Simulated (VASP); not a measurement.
# PbSe in VASP: notebook

The runs below take PbSe through single point, with PBE, PBEsol.

All numbers are computed with VASP 6.6.1; they aren't measurements. Logs are shortened: lines on timing, memory, paths and dates and some standing lists are left out, and cuts for length are marked.

## (1) The cell of the first run

The cell holds a slab with vacuum, 4 atoms: a = 4.444 Å, b = 4.444 Å, c = 12.481 Å, α = 100.23°, β = 100.23°, γ = 90.13°.

## (2) Single point, PBE (volume scaled by 1.02)

INCAR

```
PREC = Accurate ; ENCUT = 520
EDIFF = 1E-6 ; ISMEAR = -1
SIGMA = 0.05 ; LREAL = False
LASPH = True ; NELM = 100
ALGO = Normal ; ISIF = 2
LWAVE = False ; LCHARG = True
GGA = PE ; LELF = True
LVHAR = True ; NBANDS = 28
```

KPOINTS

```
Automatic mesh
0
Gamma
  6 6 3
```

POSCAR

```
PbSe
1.0
    4.4441284934      0.0000000000      0.0000000000
   -0.0103793110      4.4441163729      0.0000000000
   -2.2168745911     -2.2220581865     12.0802768063
Pb Se
2 2
Direct
    0.8068400000      0.8073040000      0.6184430000
    0.1854540000      0.1998100000      0.3823760000
    0.2873320000      0.3231460000      0.6231940000
    0.6842660000      0.6998950000      0.3779650000
```

Potentials or basis: VASP PAW PBE potentials, release 64 (Pb_d, Se).

Run with:

```console
cat potpaw_PBE.64/Pb_d/POTCAR potpaw_PBE.64/Se/POTCAR > POTCAR
mpirun -np 1 vasp_std > vasp.out
```

OUTCAR:

```text
PREC = Accurate
   ENCUT = 520
   EDIFF = 1E-6
   ISMEAR = -1
   LREAL = False
   LASPH = True
   NELM = 100
   ISIF = 2
   GGA = PE

 ion  position               nearest neighbor table
   1  0.807  0.807  0.618-   4 2.91   3 3.04   3 3.11   3 3.17   3 3.26
   2  0.185  0.200  0.382-   3 2.91   4 3.13   4 3.14   4 3.15   4 3.15
   3  0.287  0.323  0.623-   2 2.91   1 3.04   1 3.11   1 3.17   1 3.26
   4  0.684  0.700  0.378-   1 2.91   2 3.13   2 3.14   2 3.15   2 3.15

  LATTYP: Found a face centered orthorhombic cell.
 ALAT       =     6.2776032169
 B/A-ratio  =     1.0023382447
 C/A-ratio  =     3.8486907786

  Lattice vectors:

 A1 = (  -2.2272539021,   2.2220581864,  12.0802768063)
 A2 = (   2.2168745913,   2.2220581864,  12.0802768063)
 A3 = (  -0.0103793110,   4.4441163729,   0.0000000000)

Analysis of symmetry for initial positions (statically):
=====================================================================
 Subroutine PRICEL returns:
 Original cell was already a primitive cell.

 Routine SETGRP: Setting up the symmetry group for a
 face centered orthorhombic supercell.

 Subroutine GETGRP returns: Found  1 space group operations
 (whereof  1 operations were pure point group operations)
 out of a pool of  8 trial point group operations.

The static configuration has the point symmetry C_1 .

Analysis of symmetry for dynamics (positions and initial velocities):
=====================================================================
 Subroutine PRICEL returns:
 Original cell was already a primitive cell.

 Routine SETGRP: Setting up the symmetry group for a
 face centered orthorhombic supercell.

 Subroutine GETGRP returns: Found  1 space group operations
 (whereof  1 operations were pure point group operations)
 out of a pool of  8 trial point group operations.

The dynamic configuration has the point symmetry C_1 .

 Subroutine INISYM returns: Found  1 space group operations
 (whereof  1 operations are pure point group operations),
 and found     1 'primitive' translations

----------------------------------------------------------------------------------------

                                     Primitive cell

  volume of cell :     238.5882

  direct lattice vectors                    reciprocal lattice vectors
     4.444128493  0.000000000  0.000000000     0.225015996  0.000525529  0.041389780
    -0.010379311  4.444116373  0.000000000     0.000000000  0.225016610  0.041389780
    -2.216874591 -2.222058186 12.080276806     0.000000000  0.000000000  0.082779560

  length of vectors
     4.444128493  4.444128493 12.481392681     0.228791583  0.228791583  0.082779560

  position of ions in fractional coordinates (direct lattice)
     0.806840000  0.807304000  0.618443000
     0.185454000  0.199810000  0.382376000
     0.287332000  0.323146000  0.623194000
     0.684266000  0.699895000  0.377965000

  ion indices of the primitive-cell ions
   primitive index   ion index
                 1           1
                 2           2
                 3           3
                 4           4

----------------------------------------------------------------------------------------

 KPOINTS: Automatic mesh

Automatic generation of k-mesh.
 Grid dimensions read from file:
 generate k-points for:    6    6    3

 Generating k-lattice:

  Cartesian coordinates                     Fractional coordinates (reciprocal lattice)
     0.037502666  0.000087588  0.006898297     0.166666667  0.000000000  0.000000000
     0.000000000  0.037502768  0.006898297     0.000000000  0.166666667  0.000000000
     0.000000000  0.000000000  0.027593187     0.000000000  0.000000000  0.333333333

  Length of vectors
     0.038131931  0.038131931  0.027593187

  Shift w.r.t. Gamma in fractional coordinates (k-lattice)
     0.000000000  0.000000000  0.000000000

 -----------------------------------------------------------------------------
|                                                                             |
|           W    W    AA    RRRRR   N    N  II  N    N   GGGG   !!!           |
|           W    W   A  A   R    R  NN   N  II  NN   N  G    G  !!!           |
|           W    W  A    A  R    R  N N  N  II  N N  N  G       !!!           |
|           W WW W  AAAAAA  RRRRR   N  N N  II  N  N N  G  GGG   !            |
|           WW  WW  A    A  R   R   N   NN  II  N   NN  G    G                |
|           W    W  A    A  R    R  N    N  II  N    N   GGGG   !!!           |
|                                                                             |
|     Your reciprocal lattice and k-lattice belong to different lattice       |
|     classes:                                                                |
|                                                                             |
|        The reciprocal lattice is body-centered orthorhombic,                |
|        whereas your k-lattice is base-centered monoclinic.                  |
|                                                                             |
|     Results are often still useful ...                                      |
|                                                                             |
 -----------------------------------------------------------------------------

 WARNING: IBZKPT: internal override: KBLOWUP is changed to .FALSE.
      ... skipping the blow-up phase ...

 Subroutine IBZKPT returns following result:
 ===========================================

 Found     56 irreducible k-points:

 Following reciprocal coordinates:
            Coordinates               Weight
  0.000000  0.000000  0.000000      1.000000
  0.166667  0.000000  0.000000      2.000000
  0.333333  0.000000  0.000000      2.000000
  0.500000  0.000000  0.000000      1.000000
  0.000000  0.166667  0.000000      2.000000
  0.166667  0.166667  0.000000      2.000000
[... 16 lines left out ...]
  0.333333  0.000000  0.333333      2.000000
  0.500000  0.000000  0.333333      2.000000
 [... further k-points ...]
   k-points           NKPTS =     56   k-points in BZ     NKDIM =     56   number of bands    NBANDS=     28
   number of dos      NEDOS =    301   number of ions     NIONS =      4
   total plane-waves  NPLWV = 124416
   dimension x,y,z NGX =    36 NGY =   36 NGZ =   96
   dimension x,y,z NGXF=    72 NGYF=   72 NGZF=  192
   ions per type =               2   2
   NGX,Y,Z   is equivalent  to a cutoff of  13.47, 13.47, 12.79 a.u.
   NGXF,Y,Z  is equivalent  to a cutoff of  26.93, 26.93, 25.57 a.u.
 SYSTEM =  unknown system
   PREC   = accura    normal or accurate (medium, high low for compatibility)
   ISTART =      0    job   : 0-new  1-cont  2-samecut
   ICHARG =      2    charge: 1-file 2-atom 10-const
   ISPIN  =      1    spin polarized calculation?
   LNONCOLLINEAR =      F non collinear calculations
   LSORBIT =      F    spin-orbit coupling
   LASPH  =      T    aspherical Exc in radial PAW
   ENCUT  =  520.0 eV  38.22 Ry    6.18 a.u.   8.26  8.26 23.21*2*pi/ulx,y,z
   NELM   =    100;   NELMIN=  2; NELMDL= -5     # of ELM steps
   EDIFF  = 0.1E-05   stopping-criterion for ELM
   LREAL  =      F    real-space projection
   EDIFFG = 0.1E-04   stopping-criterion for IOM
   NSW    =      0    number of steps for IOM
   IBRION =     -1    ionic relax: 0-MD 1-quasi-New 2-CG
   NFREE  =      0    steps in history (QN), initial steepest desc. (CG)
   ISIF   =      2    stress and relaxation
   ISYM   =      2    0-nonsym 1-usesym 2-fastsym
   POTIM  = 0.5000    time-step for ionic-motion
   TEBEG  =    0.0;   TEEND  =   0.0 temperature during run
   PSTRESS=    0.0 pullay stress
   NELECT =      40.0000    total number of electrons
   NUPDOWN=      -1.0000    fix difference up-down
   EMIN   =  10.00;   EMAX   =-10.00  energy-range for DOS
   EFERMI =   0.00;   METHOD = LEGACY
   ISMEAR =    -1;   SIGMA  =   0.05  broadening in eV -4-tet -1-fermi 0-gaus
   EFERMI_NEDOS =   21; number of points for ismear=-14 and -15
   IALGO  =     38    algorithm
   IMIX   =      4    mixing-type and parameters
     AMIX     =   0.40;   BMIX     =  1.00
     AMIX_MAG =   1.60;   BMIX_MAG =  1.00
  volume/ion in A,a.u.               =      59.65       402.52
  Fermi-wavevector in a.u.,A,eV,Ry     =   0.902704  1.705863 11.087032  0.814874
  Thomas-Fermi vector in A             =   2.025940
   LORBIT       =      0    0 simple, 1 ext, 2 COOP (PROOUT), +10 PAW based schemes
   GGA     = PE    functional components
   LHFCALC =     F    Hartree Fock is set to
   AEXX    =    0.0000 exact exchange contribution
   IVDW    =     0    specifies the selected vdW correction
   LEPSILON=     F    determine dielectric tensor
   LRPA    =     F    only Hartree local field effects (RPA)
 non-spin polarized calculation
  energy-cutoff  :      520.00
  volume of cell :      238.59
 maximum number of plane-waves:      6469
 NGX is ok and might be reduce to    36
   NGX = 17   NGY = 17   NGZ = 47

 number of electron      39.9999999 magnetization

 Free energy of the ion-electron system (eV)
  ---------------------------------------------------
  ext. energy  EPLUGINS =         0.00000000
  ---------------------------------------------------
  free energy    TOTEN  =       -16.07102198 eV

  energy without entropy =      -16.07102193  energy(sigma->0) =      -16.07102196

 E-fermi :   0.4597     XC(G=0):  -5.5440

 val. band max:       -0.3325576793   @ k =   0.0000   0.5000   0.0000
 cond. band min:       1.2269575274   @ k =   0.0000   0.5000   0.0000
 fundamental gap:      1.5595152067
 Fermi energy:         0.4597335028

 k-point     1 :       0.0000    0.0000    0.0000
  band No.  band energies     occupation
      1     -16.7224      2.00000
      2     -16.6552      2.00000
      3     -16.6457      2.00000
      4     -16.6424      2.00000
      5     -16.6421      2.00000
      6     -16.6341      2.00000
[... 20 lines left out ...]
     27       5.1663      0.00000
     28       5.2182      0.00000

 k-point     2 :       0.1667    0.0000    0.0000
  band No.  band energies     occupation
      1     -16.7129      2.00000
      2     -16.6513      2.00000
      3     -16.6456      2.00000
      4     -16.6434      2.00000
      5     -16.6422      2.00000
      6     -16.6383      2.00000
[... 674 lines left out ...]
 k-point    24 :       0.5000    0.0000    0.3333
  band No.  band energies     occupation
      1     -16.6780      2.00000
      2     -16.6582      2.00000
      3     -16.6541      2.00000
      4     -16.6466      2.00000
      5     -16.6442      2.00000
      6     -16.6341      2.00000
[... 20 lines left out ...]
     27       5.4305      0.00000
     28       5.9685      0.00000

 [... further k-points ...]

------------------------ aborting loop because EDIFF is reached ----------------------------------------

  FORCE on cell =-STRESS in cart. coord.  units (eV):
  Direction    XX          YY          ZZ          XY          YZ          ZX
  --------------------------------------------------------------------------------------
  -------------------------------------------------------------------------------------
  Total       -0.9996271     -1.0094040     -1.7148329      0.0149365      0.0390419      0.1987911
  in kB       -6.7127377     -6.7783920    -11.5155179      0.1003023      0.2621760      1.3349301
  external PRESSURE =      -8.3355492 kB  Pullay stress =       0.0000000 kB

 VOLUME and BASIS-vectors are now :
 -----------------------------------------------------------------------------
  energy-cutoff  :      520.00
  volume of cell :      238.59
      direct lattice vectors                 reciprocal lattice vectors
     4.444128493  0.000000000  0.000000000     0.225015996  0.000525529  0.041389780
    -0.010379311  4.444116373  0.000000000     0.000000000  0.225016610  0.041389780
    -2.216874591 -2.222058186 12.080276806     0.000000000  0.000000000  0.082779560

 POSITION                                       TOTAL-FORCE (eV/Angst)
 -----------------------------------------------------------------------------------
      2.20631      2.21354      7.47096        -0.004078      0.015953     -0.311268
     -0.02557      0.03832      4.61921        -0.000907     -0.013066      0.333475
     -0.10796      0.05133      7.52836         0.071163     -0.002250     -0.269518
      2.19580      2.27055      4.56592        -0.066178     -0.000638      0.247311
 -----------------------------------------------------------------------------------
    total drift:                               -0.000043     -0.000134     -0.000170

  FREE ENERGIE OF THE ION-ELECTRON SYSTEM (eV)
  ---------------------------------------------------
  free  energy   TOTEN  =       -16.0710219825 eV

  energy  without entropy=      -16.0710219296  energy(sigma->0) =      -16.07102196
```

It took 3.3 min on 1 thread of Intel Xeon 6975P-C (Granite Rapids), shared host; peak memory 0.54 GiB.

What came out:

```yaml
Free_energy: -16.0710 eV
Largest_force: 0.334 eV/Å
Band_gap_on_the_k_mesh: 1.56 eV, direct
```

Forces on the atoms (eV/Å):
```
Pb  -0.004  0.016 -0.311
Pb  -0.001 -0.013  0.333
Se   0.071 -0.002 -0.270
Se  -0.066 -0.001  0.247
```

Caveat: spin-orbit coupling is left out, which moves the levels of the heavy elements.

## (3) Single point, PBEsol (volume scaled by 1.06)

INCAR

```
SYSTEM = PbSe
ALGO = Normal
EDIFF = 1E-6
ENCUT = 520
GGA = PS
ISIF = 2
ISMEAR = -1
LASPH = .True.
LCHARG = .True.
LELF = .True.
LREAL = .False.
LVHAR = .True.
LWAVE = .False.
NBANDS = 28
NELM = 100
PREC = Accurate
SIGMA = 0.05
```

KPOINTS

```
k-points
0
Gamma
  6 6 3
  0 0 0
```

POSCAR

```
PbSe
1.0
    4.5014784123      0.0000000000      0.0000000000
   -0.0105132524      4.5014661353      0.0000000000
   -2.2454825799     -2.2507330677     12.2361685397
Pb Se
2 2
Direct
    0.8068400000      0.8073040000      0.6184430000
    0.1854540000      0.1998100000      0.3823760000
    0.2873320000      0.3231460000      0.6231940000
    0.6842660000      0.6998950000      0.3779650000
```

Potentials or basis: VASP PAW PBE potentials, release 64 (Pb_d, Se).

Run with:

```console
cat potpaw_PBE.64/Pb_d/POTCAR potpaw_PBE.64/Se/POTCAR > POTCAR
mpirun -np 1 vasp_std > vasp.out
```

It took 6.4 min on 1 thread of Intel Xeon Platinum 8259CL at 2.50GHz (Skylake/Cascade Lake), shared host; peak memory 0.56 GiB.

It converged, with:

| Property | Result |
| --- | --- |
| Free energy | -17.1134 eV |
| Largest force | 0.691 eV/Å |
| Band gap on the k mesh | 1.51 eV, direct |

Forces in eV/Å, atoms in the order of the input:
```
Pb   0.054 -0.017 -0.671
Pb  -0.011 -0.016  0.691
Se   0.017  0.032 -0.574
Se  -0.059  0.000  0.554
```

Levels at points of the mesh, in eV from the valence-band top:
```csv
k point,band 17,band 18,band 19,band 20,band 21,band 22,band 23,band 24
"(0.00, 0.00, 0.00)",-1.95,-1.10,-1.09,-0.29,2.17,4.11,4.56,4.67
"(0.50, 0.00, 0.00)",-0.71,-0.59,-0.04,-0.02,1.52,1.55,2.44,2.59
"(0.00, 0.50, 0.00)",-0.68,-0.63,-0.04,0.00,1.51,1.56,2.49,2.55
"(0.50, 0.50, 0.00)",-2.38,-2.37,-1.11,-1.10,3.47,3.50,5.18,5.19
```

Caveat: the PAW data sets were made with another functional, which shifts forces and pressure a little; spin-orbit coupling is left out, which moves the levels of the heavy elements.
